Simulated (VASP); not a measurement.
# TiTe2 (P-3m1) in VASP: a series of runs

The runs below take TiTe2 through single point, with PBE+D3(BJ).

All numbers are computed with VASP 6.6.1; they aren't measurements. Logs are shortened: lines on timing, memory, paths and dates and some standing lists are left out, and cuts for length are marked.

## 1. The cell of the first run

Symmetry: P-3m1, No. 164, trigonal system. Conventional cell: a = 3.554 Å, b = 3.554 Å, c = 7.338 Å, α = 90.00°, β = 90.00°, γ = 120.00°. Ti (site symmetry -3m) has 6 Te at 2.82 Å and 6 Ti at 3.55 Å within 3.7 Å. Within 3.7 Å of Te (site symmetry 3m) lie 3 Ti at 2.82 Å and 6 Te at 3.55 Å.

## 2. Single point, PBE+D3(BJ)

INCAR reads:

```
PREC     = Accurate       # precision mode
ENCUT    = 520            # plane-wave cutoff, eV
EDIFF    = 1E-7           # SCF threshold, eV
ISMEAR   = 0              # smearing method
SIGMA    = 0.15           # smearing width, eV
LREAL    = False          # projectors in reciprocal space
LASPH    = True           # aspherical terms in the spheres
NELM     = 80             # most SCF steps
ALGO     = Normal         # electronic algorithm
ISIF     = 2              # what is computed and relaxed
LWAVE    = False          # write WAVECAR
LCHARG   = True           # write CHGCAR
GGA      = PE             # functional
IVDW     = 12             # dispersion correction
LELF     = True           # ELF
LVHAR    = True         
NBANDS   = 19             # bands
```

KPOINTS reads:

```
regular mesh
0
Gamma
  18 18 8
```

POSCAR reads:

```
TiTe2
1.0
    3.5542939164      0.0000000000      0.0000000000
   -1.7771469582      3.0781088241      0.0000000000
    0.0000000000      0.0000000000      7.3378225388
Ti Te
1 2
Direct
    0.0000000000      0.0000000000      0.0000000000
    0.6666666667      0.3333333333      0.2628000000
    0.3333333333      0.6666666667      0.7372000000
```

Potentials or basis: VASP PAW PBE potentials, release 64 (Ti_sv, Te).

Launch:

```sh
cat potpaw_PBE.64/Ti_sv/POTCAR potpaw_PBE.64/Te/POTCAR > POTCAR
mpirun -np 1 vasp_std > vasp.out
```

OUTCAR:

```text
PREC = Accurate
   ENCUT = 520
   EDIFF = 1E-7
   ISMEAR = 0
   LREAL = False
   LASPH = True
   NELM = 80
   ISIF = 2
   GGA = PE
   IVDW = 12
 IVDW          = 12

 ion  position               nearest neighbor table
   1  0.000  0.000  0.000-   2 2.82   3 2.82   3 2.82   2 2.82   2 2.82   3 2.82
   2  0.667  0.333  0.263-   1 2.82   1 2.82   1 2.82
   3  0.333  0.667  0.737-   1 2.82   1 2.82   1 2.82

  LATTYP: Found a hexagonal cell.
 ALAT       =     3.5542939164
 C/A-ratio  =     2.0644951463

  Lattice vectors:

 A1 = (   3.5542939164,   0.0000000000,   0.0000000000)
 A2 = (  -1.7771469582,   3.0781088241,   0.0000000000)
 A3 = (   0.0000000000,   0.0000000000,   7.3378225388)

Analysis of symmetry for initial positions (statically):
=====================================================================
 Subroutine PRICEL returns:
 Original cell was already a primitive cell.

 Routine SETGRP: Setting up the symmetry group for a
 hexagonal supercell.

 Subroutine GETGRP returns: Found 12 space group operations
 (whereof 12 operations were pure point group operations)
 out of a pool of 24 trial point group operations.

The static configuration has the point symmetry D_3d.

Analysis of symmetry for dynamics (positions and initial velocities):
=====================================================================
 Subroutine PRICEL returns:
 Original cell was already a primitive cell.

 Routine SETGRP: Setting up the symmetry group for a
 hexagonal supercell.

 Subroutine GETGRP returns: Found 12 space group operations
 (whereof 12 operations were pure point group operations)
 out of a pool of 24 trial point group operations.

The dynamic configuration has the point symmetry D_3d.

 Subroutine INISYM returns: Found 12 space group operations
 (whereof 12 operations are pure point group operations),
 and found     1 'primitive' translations

----------------------------------------------------------------------------------------

                                     Primitive cell

  volume of cell :      80.2795

  direct lattice vectors                    reciprocal lattice vectors
     3.554293916  0.000000000  0.000000000     0.281349833  0.162437402  0.000000000
    -1.777146958  3.078108824  0.000000000     0.000000000  0.324874804  0.000000000
     0.000000000  0.000000000  7.337822539     0.000000000  0.000000000  0.136280210

  length of vectors
     3.554293916  3.554293916  7.337822539     0.324874804  0.324874804  0.136280210

  position of ions in fractional coordinates (direct lattice)
     0.000000000  0.000000000  0.000000000
     0.666666667  0.333333333  0.262800000
     0.333333333  0.666666667  0.737200000

  ion indices of the primitive-cell ions
   primitive index   ion index
                 1           1
                 2           2
                 3           3

----------------------------------------------------------------------------------------

 KPOINTS: regular mesh

Automatic generation of k-mesh.
 Grid dimensions read from file:
 generate k-points for:   18   18    8

 Generating k-lattice:

  Cartesian coordinates                     Fractional coordinates (reciprocal lattice)
     0.015630546  0.009024300  0.000000000     0.055555556 -0.000000000  0.000000000
     0.000000000  0.018048600  0.000000000     0.000000000  0.055555556  0.000000000
     0.000000000  0.000000000  0.017035026     0.000000000  0.000000000  0.125000000

  Length of vectors
     0.018048600  0.018048600  0.017035026

  Shift w.r.t. Gamma in fractional coordinates (k-lattice)
     0.000000000  0.000000000  0.000000000

 Subroutine IBZKPT returns following result:
 ===========================================

 Found    266 irreducible k-points:

 Following reciprocal coordinates:
            Coordinates               Weight
  0.000000  0.000000  0.000000      1.000000
  0.055556  0.000000  0.000000      6.000000
  0.111111  0.000000  0.000000      6.000000
  0.166667  0.000000  0.000000      6.000000
  0.222222  0.000000  0.000000      6.000000
  0.277778  0.000000  0.000000      6.000000
[... 16 lines left out ...]
  0.333333  0.111111  0.000000     12.000000
  0.388889  0.111111  0.000000     12.000000
 [... further k-points ...]
   k-points           NKPTS =    266   k-points in BZ     NKDIM =    266   number of bands    NBANDS=     19
   number of dos      NEDOS =    301   number of ions     NIONS =      3
   total plane-waves  NPLWV =  43904
   dimension x,y,z NGX =    28 NGY =   28 NGZ =   56
   dimension x,y,z NGXF=    56 NGYF=   56 NGZF=  112
   ions per type =               1   2
   NGX,Y,Z   is equivalent  to a cutoff of  13.10, 13.10, 12.69 a.u.
   NGXF,Y,Z  is equivalent  to a cutoff of  26.19, 26.19, 25.37 a.u.
 SYSTEM =  unknown system
   PREC   = accura    normal or accurate (medium, high low for compatibility)
   ISTART =      0    job   : 0-new  1-cont  2-samecut
   ICHARG =      2    charge: 1-file 2-atom 10-const
   ISPIN  =      1    spin polarized calculation?
   LNONCOLLINEAR =      F non collinear calculations
   LSORBIT =      F    spin-orbit coupling
   LASPH  =      T    aspherical Exc in radial PAW
   ENCUT  =  520.0 eV  38.22 Ry    6.18 a.u.   6.61  6.61 13.64*2*pi/ulx,y,z
   NELM   =     80;   NELMIN=  2; NELMDL= -5     # of ELM steps
   EDIFF  = 0.1E-06   stopping-criterion for ELM
   LREAL  =      F    real-space projection
   EDIFFG = 0.1E-05   stopping-criterion for IOM
   NSW    =      0    number of steps for IOM
   IBRION =     -1    ionic relax: 0-MD 1-quasi-New 2-CG
   NFREE  =      0    steps in history (QN), initial steepest desc. (CG)
   ISIF   =      2    stress and relaxation
   ISYM   =      2    0-nonsym 1-usesym 2-fastsym
   POTIM  = 0.5000    time-step for ionic-motion
   TEBEG  =    0.0;   TEEND  =   0.0 temperature during run
   PSTRESS=    0.0 pullay stress
   NELECT =      24.0000    total number of electrons
   NUPDOWN=      -1.0000    fix difference up-down
   EMIN   =  10.00;   EMAX   =-10.00  energy-range for DOS
   EFERMI =   0.00;   METHOD = LEGACY
   ISMEAR =     0;   SIGMA  =   0.15  broadening in eV -4-tet -1-fermi 0-gaus
   EFERMI_NEDOS =   21; number of points for ismear=-14 and -15
   IALGO  =     38    algorithm
   IMIX   =      4    mixing-type and parameters
     AMIX     =   0.40;   BMIX     =  1.00
     AMIX_MAG =   1.60;   BMIX_MAG =  1.00
  volume/ion in A,a.u.               =      26.76       180.58
  Fermi-wavevector in a.u.,A,eV,Ry     =   1.094655  2.068597 16.303433  1.198269
  Thomas-Fermi vector in A             =   2.230963
   LORBIT       =      0    0 simple, 1 ext, 2 COOP (PROOUT), +10 PAW based schemes
   GGA     = PE    functional components
   LHFCALC =     F    Hartree Fock is set to
   AEXX    =    0.0000 exact exchange contribution
   IVDW    =    12    specifies the selected vdW correction
   LEPSILON=     F    determine dielectric tensor
   LRPA    =     F    only Hartree local field effects (RPA)
 non-spin polarized calculation
 Gauss-broadening in eV      SIGMA  =   0.15
  energy-cutoff  :      520.00
  volume of cell :       80.28
 maximum number of plane-waves:      2200
 NGX is ok and might be reduce to    28

 number of electron      23.9999994 magnetization

 Free energy of the ion-electron system (eV)
  ---------------------------------------------------
  ext. energy  EPLUGINS =         0.00000000
  ---------------------------------------------------
  free energy    TOTEN  =       -15.99930322 eV

  energy without entropy =      -15.97519424  energy(sigma->0) =      -15.98724873

 E-fermi :   6.9927     XC(G=0):  -9.8467

 val. band max:        6.9865421941   @ k =   0.2222   0.0000   0.5000
 cond. band min:       6.9967808750   @ k =   0.2222   0.0000   0.1250
 fundamental gap:      0.0102386809
 Fermi energy:         6.9927205999

 k-point     1 :       0.0000    0.0000    0.0000
  band No.  band energies     occupation
      1     -50.3780      2.00000
      2     -26.6261      2.00000
      3     -26.6261      2.00000
      4     -26.5929      2.00000
      5      -5.6934      2.00000
      6      -4.7930      2.00000
[... 11 lines left out ...]
     18      11.8709      0.00000
     19      13.3683      0.00000

 k-point     2 :       0.0556    0.0000    0.0000
  band No.  band energies     occupation
      1     -50.3778      2.00000
      2     -26.6283      2.00000
      3     -26.6266      2.00000
      4     -26.5925      2.00000
      5      -5.6521      2.00000
      6      -4.7611      2.00000
[... 11 lines left out ...]
     18      11.9836      0.00000
     19      13.6550      0.00000

 k-point     3 :       0.1111    0.0000    0.0000
  band No.  band energies     occupation
      1     -50.3773      2.00000
      2     -26.6347      2.00000
      3     -26.6281      2.00000
      4     -26.5911      2.00000
      5      -5.5293      2.00000
      6      -4.6666      2.00000
[... 11 lines left out ...]
     18      12.1903      0.00000
     19      14.0664      0.00000

 k-point     4 :       0.1667    0.0000    0.0000
  band No.  band energies     occupation
      1     -50.3764      2.00000
      2     -26.6444      2.00000
      3     -26.6304      2.00000
      4     -26.5891      2.00000
      5      -5.3290      2.00000
      6      -4.5143      2.00000
[... 407 lines left out ...]
     18      12.3813      0.00000
     19      12.8103      0.00000

 k-point    23 :       0.3333    0.1111    0.0000
  band No.  band energies     occupation
      1     -50.3722      2.00000
      2     -26.6889      2.00000
      3     -26.6462      2.00000
      4     -26.5788      2.00000
      5      -3.9295      2.00000
      6      -3.5664      2.00000
[... 11 lines left out ...]
     18      12.0831      0.00000
     19      12.7691      0.00000

 k-point    24 :       0.3889    0.1111    0.0000
  band No.  band energies     occupation
      1     -50.3716      2.00000
      2     -26.6943      2.00000
      3     -26.6482      2.00000
      4     -26.5776      2.00000
      5      -3.6414      2.00000
      6      -3.4478      2.00000
[... 11 lines left out ...]
     18      12.0407      0.00000
     19      12.6705      0.00000

 [... further k-points ...]

------------------------ aborting loop because EDIFF is reached ----------------------------------------

 Edisp (eV)   -1.47148

 E8    (eV) :    -0.6810

  FORCE on cell =-STRESS in cart. coord.  units (eV):
  Direction    XX          YY          ZZ          XY          YZ          ZX
  --------------------------------------------------------------------------------------
  -------------------------------------------------------------------------------------
  Total      -0.10330    -0.10330    -4.22870     0.00000     0.00000     0.00000
  in kB      -2.06166    -2.06166   -84.39422     0.00000     0.00000     0.00000
  external pressure =      -29.51 kB  Pullay stress =        0.00 kB

 VOLUME and BASIS-vectors are now :
 -----------------------------------------------------------------------------
  energy-cutoff  :      520.00
  volume of cell :       80.28
      direct lattice vectors                 reciprocal lattice vectors
     3.554293916  0.000000000  0.000000000     0.281349833  0.162437402  0.000000000
    -1.777146958  3.078108824  0.000000000     0.000000000  0.324874804  0.000000000
     0.000000000  0.000000000  7.337822539     0.000000000  0.000000000  0.136280210

 POSITION                                       TOTAL-FORCE (eV/Angst)
 -----------------------------------------------------------------------------------
      0.00000      0.00000      0.00000         0.000000      0.000000      0.000000
      1.77715      1.02604      1.92838         0.000000     -0.000000     -0.824098
     -0.00000      2.05207      5.40944        -0.000000      0.000000      0.824098
 -----------------------------------------------------------------------------------
    total drift:                                0.000000     -0.000000     -0.000000

  FREE ENERGIE OF THE ION-ELECTRON SYSTEM (eV)
  ---------------------------------------------------
  free  energy   TOTEN  =       -17.4707871612 eV

  energy  without entropy=      -17.4466781782  energy(sigma->0) =      -17.45873267
```

Run time: 5.3 min. Hardware: 1 thread of AMD EPYC 9R45 (Zen 5), shared host; peak memory 0.48 GiB.

What came out:

```yaml
Free_energy: -17.4708 eV
Pressure: -3.0 GPa
Largest_force: 0.824 eV/Å
Band_gap_on_the_k_mesh: zero (bands 12 and 13 overlap by 0.98 eV)
Dispersion_energy_per_atom: -0.490 eV
```

Forces in eV/Å, atoms in the order of the input:
```
Ti   0.000  0.000  0.000
Te   0.000  0.000 -0.824
Te   0.000  0.000  0.824
```

Caveat: spin-orbit coupling is left out, which moves the levels of the heavy elements.

## 3. Single point, PBE+D3(BJ)

This run uses another cell than the first one, of the same volume but with other edges.

INCAR reads:

```
SYSTEM = TiTe2
PREC = Accurate ; ENCUT = 520
EDIFF = 1E-6 ; ISMEAR = 0
SIGMA = 0.15 ; LREAL = .False.
LASPH = .True. ; NELM = 60
ALGO = Normal ; ISIF = 2
LWAVE = .False. ; LCHARG = .False.
GGA = PE ; IVDW = 12
NBANDS = 19
```

KPOINTS reads:

```
Automatic mesh
0
Gamma
  18 18 8
  0 0 0
```

POSCAR reads:

```
TiTe2
1.0
    3.8287470560      0.0000000000      0.0000000000
   -1.9143735280      3.3157922151      0.0000000000
    0.0000000000      0.0000000000      6.3235437708
Ti Te
1 2
Direct
    0.0000000000      0.0000000000      0.0000000000
    0.6666666667      0.3333333333      0.2628000000
    0.3333333333      0.6666666667      0.7372000000
```

Potentials or basis: VASP PAW PBE potentials, release 64 (Ti_sv, Te).

Launch:

```sh
cat potpaw_PBE.64/Ti_sv/POTCAR potpaw_PBE.64/Te/POTCAR > POTCAR
mpirun -np 1 vasp_std > vasp.out
```

Run time: 3.5 min. Hardware: 1 thread of AMD EPYC 9R45 (Zen 5), shared host; peak memory 0.48 GiB.

Results (log left out):

* Free energy: -17.6601 eV
* Pressure: -1.9 GPa
* Largest force: 0.183 eV/Å
* Band gap on the k mesh: zero (bands 12 and 13 overlap by 0.65 eV)
* Dispersion energy per atom: -0.492 eV

Forces in eV/Å, atoms in the order of the input:
```
Ti   0.000  0.000  0.000
Te   0.000  0.000  0.183
Te   0.000  0.000 -0.183
```

Stress tensor (GPa, compression positive):
```
-2.78  0.00  0.00
 0.00 -2.78  0.00
 0.00  0.00 -0.05
```

Levels at points of the mesh, in eV from the Fermi level:
```csv
k point,band 10,band 11,band 12,band 13,band 14,band 15
"(0.00, 0.00, 0.00)",0.30,0.30,0.40,0.82,0.86,0.86
"(0.50, 0.00, 0.00)",-2.43,-1.86,-1.38,0.02,1.00,1.31
"(0.00, 0.00, 0.50)",-1.83,0.28,0.28,0.50,0.50,1.04
"(0.50, 0.00, 0.50)",-2.18,-0.89,-0.79,-0.25,1.00,1.28
```

Caveat: spin-orbit coupling is left out, which moves the levels of the heavy elements.
